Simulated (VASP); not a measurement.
## TiAl: single point with LDA

TiAl:

```
CELL_PARAMETERS angstrom
3.08403 0.00000 0.00000
0.00000 3.08403 0.00000
0.00000 0.00000 2.91718
ATOMIC_POSITIONS crystal
Ti 0.00000 0.00000 0.00000
Al 0.50000 0.50000 0.50000
```

```yaml
Program: VASP 6.6.1
Task: single point
Functional: LDA
Potentials_or_basis: VASP PAW LDA potentials, release 64 (Ti_sv, Al)
Cutoff: 520 eV
k_mesh: 16 × 16 × 16
Occupations: gaussian, width 0.15 eV
Spin: no spin polarisation
Dipole_correction: no
Further_INCAR_settings: ALGO = Fast; EDIFF = 1e-06; NBANDS = 14
```

```yaml
Pressure: 14.6 GPa
Band_gap_on_the_k_mesh: zero (an odd number of electrons rules out a gap without spin polarisation)
```

Stress tensor (GPa, compression positive):
```
15.11  0.00  0.00
 0.00 15.11  0.00
 0.00  0.00 13.66
```

Levels at points of the mesh, in eV from the Fermi level:
| k point | band 6 | band 7 | band 8 | band 9 | band 10 | band 11 |
| --- | --- | --- | --- | --- | --- | --- |
| (0.00, 0.00, 0.00) | -1.86 | -1.69 | 1.91 | 2.26 | 2.26 | 4.67 |
| (0.50, 0.00, 0.00) | -5.55 | -0.75 | -0.09 | 0.66 | 2.48 | 3.44 |
| (0.50, 0.50, 0.00) | -2.19 | -2.19 | -1.68 | 1.12 | 1.12 | 3.16 |
| (0.00, 0.00, 0.50) | -5.43 | -0.57 | -0.06 | -0.06 | 2.26 | 4.18 |
| (0.50, 0.00, 0.50) | -2.06 | -1.68 | -1.55 | 0.52 | 0.68 | 3.40 |
| (0.50, 0.50, 0.50) | -3.53 | -3.51 | 1.53 | 3.28 | 3.39 | 3.39 |

Run time: 2.4 min on 1 thread of Intel(R) Xeon(R) Platinum 8259CL CPU @ 2.50GHz (Skylake/Cascade Lake) (shared host), peak memory 0.26 GiB.

Caveat: the cell stands under pressure.
